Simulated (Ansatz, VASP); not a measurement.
Co: VASP beside Ansatz

Contents of INCAR:

```
  ALGO = Normal
  EDIFF = 1E-7
  ENCUT = 520
  GGA = PE
  ISIF = 2
  ISMEAR = -1
  ISPIN = 2
  LASPH = T
  LCHARG = F
  LMAXMIX = 4
  LORBIT = 11
  LREAL = F
  LWAVE = F
  MAGMOM = 3 -3
  NBANDS = 20
  NELM = 150
  PREC = Accurate
  SIGMA = 0.1
```

Contents of KPOINTS:

```
k-points
0
Gamma
  7 14 14
```

POSCAR

```
Co
1.0
    0.0000000000      3.5921000000      3.5921000000
    1.7960500000      0.0000000000      1.7960500000
    1.7960500000      1.7960500000      0.0000000000
Co
2
Direct
    0.0000000000      0.0000000000      0.0000000000
    0.5000000000      0.0000000000      0.0000000000
```

Input for Ansatz:

```yaml
crystal:
  lattice:
    - [0.0, 3.5921, 3.5921]
    - [1.79605, 0.0, 1.79605]
    - [1.79605, 1.79605, 0.0]
  atoms:
    - { symbol: Co, position: [0.0, 0.0, 0.0], spin: 3.0 }
    - { symbol: Co, position: [0.5, 0.0, 0.0], spin: -3.0 }
magnetization:
  spin_polarized: true
hamiltonian:
  xc: pbe
  pseudopotentials: { kind: paw }
basis:
  ecutwfc: 420
kpoints:
  mp_grid: { grid: [7, 14, 14] }
scf:
  occupations: { method: fermi_dirac, width: 0.1 }
output:
  forces: true
  stress: true
```

Alike in both runs: task single point; functional PBE; k mesh 7 × 14 × 14; occupations fermi-dirac, width 0.1 eV; collinear spin.

```csv
,VASP,Ansatz
version,VASP 6.6.1,Ansatz 0.2.0
potentials or method,"VASP PAW PBE potentials, release 64 (Co), cutoff 520 eV","PAW, plane waves, scalar-relativistic"
valence electrons in the cell,18,34
```

```csv
,VASP,Ansatz,Ansatz less VASP
pressure (GPa),-15.2,-10.3,+4.85
"traceless stress, the component that is largest in VASP (GPa)",-1.72,0.00,+1.716
net moment per atom (μB),0.00,1.71,+1.714
size of the moment on the site where the two differ most (μB),1.21,1.79,+0.579
```

The net moments are unlike, so the other rows may belong to different states. Site moments also hang on the region over which each program counts them. VASP's potentials hold 18 valence electrons a cell and Ansatz's 34, so a difference there can come from the potentials and not from the codes. Ansatz's warnings: look outside group, seeded moment not kept, stability check not made.
